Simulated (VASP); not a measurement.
Set up this calculation in VASP 6.6.1, as the native input.

| Property | Result |
| --- | --- |
| Task | single point |
| Functional | LDA |
| Potentials or basis | VASP PAW LDA potentials, release 64 (Rb_sv, Na_pv) |
| Cutoff | 520 eV |
| k mesh | 3 × 3 × 3 |
| Occupations | methfessel-paxton, width 0.1 eV |
| Spin | no spin polarisation |
| Dipole correction | no |
| Further INCAR settings | ALGO = Normal; EDIFF = 1e-06; NBANDS = 25 |

The structure of Rb3Na lies in POSCAR:

```
Rb3Na
1.0
    6.7605978500      0.0000000000      0.0000000000
    0.0000000000      6.7605978500      0.0000000000
    0.0000000000      0.0000000000      6.7605978500
Rb Na
3 1
Direct
    0.0000000000      0.4999999993      0.4999999993
    0.4999999993      0.0000000000      0.4999999993
    0.4999999993      0.4999999993      0.0000000000
    0.0000000000      0.0000000000      0.0000000000
```

One way to write it, as run:

INCAR

```
  PREC = Accurate
  ENCUT = 520
  EDIFF = 1E-6
  ISMEAR = 1
  SIGMA = 0.1
  LREAL = False
  LASPH = True
  NELM = 80
  ALGO = Normal
  ISIF = 2
  LWAVE = False
  LCHARG = False
  GGA = CA
  NBANDS = 25
```

KPOINTS

```
regular mesh
0
Gamma
  3 3 3
```

Potentials or basis: VASP PAW LDA potentials, release 64 (Rb_sv, Na_pv).

Launch:

```sh
$ cat potpaw_LDA.64/Rb_sv/POTCAR potpaw_LDA.64/Na_pv/POTCAR > POTCAR
$ mpirun -np 1 vasp_std > vasp.out
```

Results of the run:

```
Pressure               : -0.5 GPa
Band gap on the k mesh : zero (band 17 reaches 0.14 eV, above the bottom of band 18 at -0.28 eV)
```

Wall time 14 s on 1 thread of Intel(R) Xeon(R) 6975P-C (Granite Rapids) (shared host), peak memory 0.27 GiB.
